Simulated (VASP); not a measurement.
# GeW (P6_3/mmc) in VASP: further runs

Runs on GeW. Level: PBE. Tasks: single point.

Everything below comes from runs of VASP 6.6.1. Logs are shortened: lines on timing, memory, paths and dates and some standing lists are left out, and cuts for length are marked.

### 1 The cell of the first run

Symmetry: P6_3/mmc, No. 194, hexagonal system. The conventional cell has a = 3.642 Å, b = 3.642 Å, c = 5.167 Å, α = 90.00°, β = 90.00°, γ = 120.00°. Within 3.4 Å of Ge (site symmetry -6m2) lie 6 W at 2.47 Å and 6 Ge at 3.33 Å. Within 3.3 Å of W (site symmetry -3m) lie 6 Ge at 2.47 Å and 2 W at 2.58 Å.

The cell was built from a structure type or drawn by symmetry, and may not be a known phase.

### 2 Single point, PBE

Contents of INCAR:

```
SYSTEM = GeW
ALGO = Normal ; EDIFF = 1E-6
ENCUT = 520 ; GGA = PE
ISIF = 2 ; ISMEAR = 0
LASPH = .TRUE. ; LCHARG = .FALSE.
LREAL = .FALSE. ; LWAVE = .FALSE.
NBANDS = 36 ; NELM = 60
PREC = Accurate ; SIGMA = 0.1
```

Contents of KPOINTS:

```
k-points
0
G
  6 6 4
  0 0 0
```

Contents of POSCAR:

```
GeW
1.0
    3.6422913500      0.0000000000      0.0000000000
   -1.8211456700      3.1543168300      0.0000000000
    0.0000000000      0.0000000000      5.1667589400
Ge W
2 2
Direct
    0.3333333300      0.6666666700      0.2500000000
    0.6666666700      0.3333333300      0.7500000000
    0.0000000000      0.0000000000      0.0000000000
    0.0000000000      0.0000000000      0.5000000000
```

Potentials or basis: VASP PAW PBE potentials, release 64 (Ge_d, W_sv).

On the command line:

```console
$ cat potpaw_PBE.64/Ge_d/POTCAR potpaw_PBE.64/W_sv/POTCAR > POTCAR
$ mpirun -np 1 vasp_std > vasp.out
```

OUTCAR:

```text
SYSTEM = GeW
   EDIFF = 1E-6
   ENCUT = 520
   GGA = PE
   ISIF = 2
   ISMEAR = 0
   LASPH = .TRUE.
   LREAL = .FALSE.
   NELM = 60
   PREC = Accurate

 ion  position               nearest neighbor table
   1  0.333  0.667  0.250-   3 2.47   4 2.47   3 2.47   4 2.47   3 2.47   4 2.47
   2  0.667  0.333  0.750-   3 2.47   4 2.47   3 2.47   4 2.47   3 2.47   4 2.47
   3  0.000  0.000  0.000-   1 2.47   2 2.47   1 2.47   2 2.47   2 2.47   1 2.47   4 2.58   4 2.58

   4  0.000  0.000  0.500-   1 2.47   2 2.47   1 2.47   2 2.47   2 2.47   1 2.47   3 2.58   3 2.58

  LATTYP: Found a hexagonal cell.
 ALAT       =     3.6422913500
 C/A-ratio  =     1.4185463060

  Lattice vectors:

 A1 = (   3.6422913500,   0.0000000000,   0.0000000000)
 A2 = (  -1.8211456700,   3.1543168300,   0.0000000000)
 A3 = (   0.0000000000,   0.0000000000,   5.1667589400)

Analysis of symmetry for initial positions (statically):
=====================================================================
 Subroutine PRICEL returns:
 Original cell was already a primitive cell.

 Routine SETGRP: Setting up the symmetry group for a
 hexagonal supercell.

 Subroutine GETGRP returns: Found 24 space group operations
 (whereof 12 operations were pure point group operations)
 out of a pool of 24 trial point group operations.

The static configuration has the point symmetry D_3d.
 The point group associated with its full space group is D_6h.

Analysis of symmetry for dynamics (positions and initial velocities):
=====================================================================
 Subroutine PRICEL returns:
 Original cell was already a primitive cell.

 Routine SETGRP: Setting up the symmetry group for a
 hexagonal supercell.

 Subroutine GETGRP returns: Found 24 space group operations
 (whereof 12 operations were pure point group operations)
 out of a pool of 24 trial point group operations.

The dynamic configuration has the point symmetry D_3d.
 The point group associated with its full space group is D_6h.

 Subroutine INISYM returns: Found 24 space group operations
 (whereof 12 operations are pure point group operations),
 and found     1 'primitive' translations

----------------------------------------------------------------------------------------

                                     Primitive cell

  volume of cell :      59.3606

  direct lattice vectors                    reciprocal lattice vectors
     3.642291350  0.000000000  0.000000000     0.274552446  0.158512929  0.000000000
    -1.821145670  3.154316830  0.000000000     0.000000000  0.317025858  0.000000000
     0.000000000  0.000000000  5.166758940     0.000000000  0.000000000  0.193544931

  length of vectors
     3.642291350  3.642291341  5.166758940     0.317025857  0.317025858  0.193544931

  position of ions in fractional coordinates (direct lattice)
     0.333333330  0.666666670  0.250000000
     0.666666670  0.333333330  0.750000000
     0.000000000  0.000000000  0.000000000
     0.000000000  0.000000000  0.500000000

  ion indices of the primitive-cell ions
   primitive index   ion index
                 1           1
                 2           2
                 3           3
                 4           4

----------------------------------------------------------------------------------------

 KPOINTS: k-points

Automatic generation of k-mesh.
 Grid dimensions read from file:
 generate k-points for:    6    6    4

 Generating k-lattice:

  Cartesian coordinates                     Fractional coordinates (reciprocal lattice)
     0.045758741  0.026418821  0.000000000     0.166666667 -0.000000000  0.000000000
     0.000000000  0.052837643  0.000000000     0.000000000  0.166666667  0.000000000
     0.000000000  0.000000000  0.048386233     0.000000000  0.000000000  0.250000000

  Length of vectors
     0.052837643  0.052837643  0.048386233

  Shift w.r.t. Gamma in fractional coordinates (k-lattice)
     0.000000000  0.000000000  0.000000000

 Subroutine IBZKPT returns following result:
 ===========================================

 Found     21 irreducible k-points:

 Following reciprocal coordinates:
            Coordinates               Weight
  0.000000  0.000000  0.000000      1.000000
  0.166667  0.000000  0.000000      6.000000
  0.333333 -0.000000  0.000000      6.000000
  0.500000 -0.000000  0.000000      3.000000
  0.166667  0.166667  0.000000      6.000000
  0.333333  0.166667  0.000000     12.000000
[... 13 lines left out ...]
  0.333333  0.166667  0.500000     12.000000
  0.333333  0.333333  0.500000      2.000000
   k-points           NKPTS =     21   k-points in BZ     NKDIM =     21   number of bands    NBANDS=     36
   number of dos      NEDOS =    301   number of ions     NIONS =      4
   total plane-waves  NPLWV =  31360
   dimension x,y,z NGX =    28 NGY =   28 NGZ =   40
   dimension x,y,z NGXF=    56 NGYF=   56 NGZF=   80
   ions per type =               2   2
   NGX,Y,Z   is equivalent  to a cutoff of  12.78, 12.78, 12.87 a.u.
   NGXF,Y,Z  is equivalent  to a cutoff of  25.56, 25.56, 25.74 a.u.
 SYSTEM =  GeW
   PREC   = accura    normal or accurate (medium, high low for compatibility)
   ISTART =      0    job   : 0-new  1-cont  2-samecut
   ICHARG =      2    charge: 1-file 2-atom 10-const
   ISPIN  =      1    spin polarized calculation?
   LNONCOLLINEAR =      F non collinear calculations
   LSORBIT =      F    spin-orbit coupling
   LASPH  =      T    aspherical Exc in radial PAW
   ENCUT  =  520.0 eV  38.22 Ry    6.18 a.u.   6.77  6.77  9.61*2*pi/ulx,y,z
   NELM   =     60;   NELMIN=  2; NELMDL= -5     # of ELM steps
   EDIFF  = 0.1E-05   stopping-criterion for ELM
   LREAL  =      F    real-space projection
   EDIFFG = 0.1E-04   stopping-criterion for IOM
   NSW    =      0    number of steps for IOM
   IBRION =     -1    ionic relax: 0-MD 1-quasi-New 2-CG
   NFREE  =      0    steps in history (QN), initial steepest desc. (CG)
   ISIF   =      2    stress and relaxation
   ISYM   =      2    0-nonsym 1-usesym 2-fastsym
   POTIM  = 0.5000    time-step for ionic-motion
   TEBEG  =    0.0;   TEEND  =   0.0 temperature during run
   PSTRESS=    0.0 pullay stress
   NELECT =      56.0000    total number of electrons
   NUPDOWN=      -1.0000    fix difference up-down
   EMIN   =  10.00;   EMAX   =-10.00  energy-range for DOS
   EFERMI =   0.00;   METHOD = LEGACY
   ISMEAR =     0;   SIGMA  =   0.10  broadening in eV -4-tet -1-fermi 0-gaus
   EFERMI_NEDOS =   21; number of points for ismear=-14 and -15
   IALGO  =     38    algorithm
   IMIX   =      4    mixing-type and parameters
     AMIX     =   0.40;   BMIX     =  1.00
     AMIX_MAG =   1.60;   BMIX_MAG =  1.00
  volume/ion in A,a.u.               =      14.84       100.15
  Fermi-wavevector in a.u.,A,eV,Ry     =   1.605603  3.034149 35.075279  2.577960
  Thomas-Fermi vector in A             =   2.701923
   LORBIT       =      0    0 simple, 1 ext, 2 COOP (PROOUT), +10 PAW based schemes
   GGA     = PE    functional components
   LHFCALC =     F    Hartree Fock is set to
   AEXX    =    0.0000 exact exchange contribution
   IVDW    =     0    specifies the selected vdW correction
   LEPSILON=     F    determine dielectric tensor
   LRPA    =     F    only Hartree local field effects (RPA)
 non-spin polarized calculation
 Gauss-broadening in eV      SIGMA  =   0.10
  energy-cutoff  :      520.00
  volume of cell :       59.36
 maximum number of plane-waves:      1627
 NGX is ok and might be reduce to    28
   NGX = 13   NGY = 13   NGZ = 19

 number of electron      56.0000017 magnetization

 Free energy of the ion-electron system (eV)
  ---------------------------------------------------
  ext. energy  EPLUGINS =         0.00000000
  ---------------------------------------------------
  free energy    TOTEN  =       -30.94021030 eV

  energy without entropy =      -30.91076300  energy(sigma->0) =      -30.92548665

 E-fermi :  10.5880     XC(G=0): -13.1332

 val. band max:       10.5701203455   @ k =   0.3333   0.3333   0.2500
 cond. band min:      10.5883037012   @ k =   0.3333   0.3333   0.0000
 fundamental gap:      0.0181833557
 Fermi energy:        10.5880051403

 k-point     1 :       0.0000    0.0000    0.0000
  band No.  band energies     occupation
      1     -63.3189      2.00000
      2     -63.1953      2.00000
      3     -28.3403      2.00000
      4     -27.7529      2.00000
      5     -27.7529      2.00000
      6     -27.5634      2.00000
[... 28 lines left out ...]
     35      18.6971      0.00000
     36      18.6971      0.00000

 k-point     2 :       0.1667    0.0000    0.0000
  band No.  band energies     occupation
      1     -63.3182      2.00000
      2     -63.1947      2.00000
      3     -28.3356      2.00000
      4     -27.7770      2.00000
      5     -27.7578      2.00000
      6     -27.5819      2.00000
[... 28 lines left out ...]
     35      16.9449      0.00000
     36      18.0286      0.00000

 k-point     3 :       0.3333   -0.0000    0.0000
  band No.  band energies     occupation
      1     -63.3169      2.00000
      2     -63.1936      2.00000
      3     -28.3263      2.00000
      4     -27.8246      2.00000
      5     -27.7676      2.00000
      6     -27.6188      2.00000
[... 28 lines left out ...]
     35      18.7254      0.00000
     36      19.0707      0.00000
[... 625 lines left out ...]
 k-point    20 :       0.3333    0.1667    0.5000
  band No.  band energies     occupation
      1     -63.2549      2.00000
      2     -63.2549      2.00000
      3     -27.7335      2.00000
      4     -27.7335      2.00000
      5     -27.6908      2.00000
      6     -27.6908      2.00000
[... 28 lines left out ...]
     35      18.0399      0.00000
     36      18.0399      0.00000

 k-point    21 :       0.3333    0.3333    0.5000
  band No.  band energies     occupation
      1     -63.2546      2.00000
      2     -63.2546      2.00000
      3     -27.7237      2.00000
      4     -27.7237      2.00000
      5     -27.7137      2.00000
      6     -27.7137      2.00000
[... 28 lines left out ...]
     35      19.5552      0.00000
     36      19.5553      0.00000

------------------------ aborting loop because EDIFF is reached ----------------------------------------

  FORCE on cell =-STRESS in cart. coord.  units (eV):
  Direction    XX          YY          ZZ          XY          YZ          ZX
  --------------------------------------------------------------------------------------
  -------------------------------------------------------------------------------------
  Total       15.0841307     15.0841306     26.7874127      0.0000000      0.0000000      0.0000000
  in kB      407.1295961    407.1295942    723.0080888      0.0000006      0.0000000      0.0000000
  external PRESSURE =     512.4224264 kB  Pullay stress =       0.0000000 kB

 VOLUME and BASIS-vectors are now :
 -----------------------------------------------------------------------------
  energy-cutoff  :      520.00
  volume of cell :       59.36
      direct lattice vectors                 reciprocal lattice vectors
     3.642291350  0.000000000  0.000000000     0.274552446  0.158512929  0.000000000
    -1.821145670  3.154316830  0.000000000     0.000000000  0.317025858  0.000000000
     0.000000000  0.000000000  5.166758940     0.000000000  0.000000000  0.193544931

 POSITION                                       TOTAL-FORCE (eV/Angst)
 -----------------------------------------------------------------------------------
     -0.00000      2.10288      1.29169        -0.000000     -0.000000      0.000000
      1.82115      1.05144      3.87507         0.000000      0.000000      0.000000
      0.00000      0.00000      0.00000        -0.000000      0.000000      0.000000
      0.00000      0.00000      2.58338        -0.000000      0.000000      0.000000
 -----------------------------------------------------------------------------------
    total drift:                               -0.000007      0.000004     -0.000000

  FREE ENERGIE OF THE ION-ELECTRON SYSTEM (eV)
  ---------------------------------------------------
  free  energy   TOTEN  =       -30.9402103025 eV

  energy  without entropy=      -30.9107629982  energy(sigma->0) =      -30.92548665
```

It took 48 s on 1 thread of Intel Xeon Platinum 8488C (Sapphire Rapids), shared host; peak memory 0.2 GiB.

Results:

| Property | Result |
| --- | --- |
| Free energy | -30.9402 eV |
| Pressure | 51.2 GPa |
| Band gap on the k mesh | zero (bands 28 and 29 overlap by 1.33 eV) |

Caveat: the cell stands under pressure; spin-orbit coupling is left out, which moves the levels of the heavy elements.

### 3 Single point, PBE

This run uses another cell than the first one, of 16.06 Å³/atom.

Contents of INCAR:

```
PREC = Accurate ; ENCUT = 520
EDIFF = 1E-6 ; ISMEAR = 0
SIGMA = 0.1 ; LREAL = F
LASPH = T ; NELM = 100
ALGO = Normal ; ISIF = 2
LWAVE = F ; LCHARG = F
GGA = PE ; NBANDS = 36
```

Contents of KPOINTS:

```
regular mesh
0
Gamma
  6 6 4
```

Contents of POSCAR:

```
GeW
1.0
    3.1744142141     -0.0000000025      0.0000000000
   -1.5872071049      2.7491233528      0.0000000000
    0.0000000000      0.0000000000      7.3615525215
Ge W
2 2
Direct
    0.3333333333      0.6666666667      0.2500000000
    0.6666666667      0.3333333333      0.7500000000
    0.0000000000      0.0000000000      0.0000000000
    0.0000000000      0.0000000000      0.5000000000
```

Potentials or basis: VASP PAW PBE potentials, release 64 (Ge_d, W_sv).

On the command line:

```console
$ cat potpaw_PBE.64/Ge_d/POTCAR potpaw_PBE.64/W_sv/POTCAR > POTCAR
$ mpirun -np 1 vasp_std > vasp.out
```

It took 57 s on 1 thread of Intel Xeon Platinum 8488C (Sapphire Rapids), shared host; peak memory 0.2 GiB.

The run converged. Its results:

| Property | Result |
| --- | --- |
| Free energy | -33.9723 eV |
| Pressure | 0.2 GPa |
| Band gap on the k mesh | zero (bands 28 and 29 overlap by 0.65 eV) |

Stress tensor (GPa, compression positive):
```
0.19 0.00 0.00
0.00 0.19 0.00
0.00 0.00 0.28
```

Levels at points of the mesh, in eV from the Fermi level:
| k point | band 25 | band 26 | band 27 | band 28 | band 29 | band 30 | band 31 | band 32 |
| --- | --- | --- | --- | --- | --- | --- | --- | --- |
| (0.00, 0.00, 0.00) | -0.78 | -0.74 | -0.74 | -0.01 | 0.18 | 0.18 | 1.15 | 1.15 |
| (0.50, 0.00, 0.00) | -2.64 | -2.09 | -1.88 | 0.41 | 1.04 | 2.13 | 2.84 | 2.92 |
| (0.00, 0.00, 0.50) | -1.20 | -1.20 | -0.55 | -0.55 | 0.56 | 0.56 | 0.56 | 0.56 |
| (0.50, 0.00, 0.50) | -2.13 | -2.13 | -1.28 | -1.28 | 2.40 | 2.40 | 2.88 | 2.88 |

Caveat: the k points lie up to 0.38 Å⁻¹ apart, too coarse for converged energies and pressures of a metal; spin-orbit coupling is left out, which moves the levels of the heavy elements.
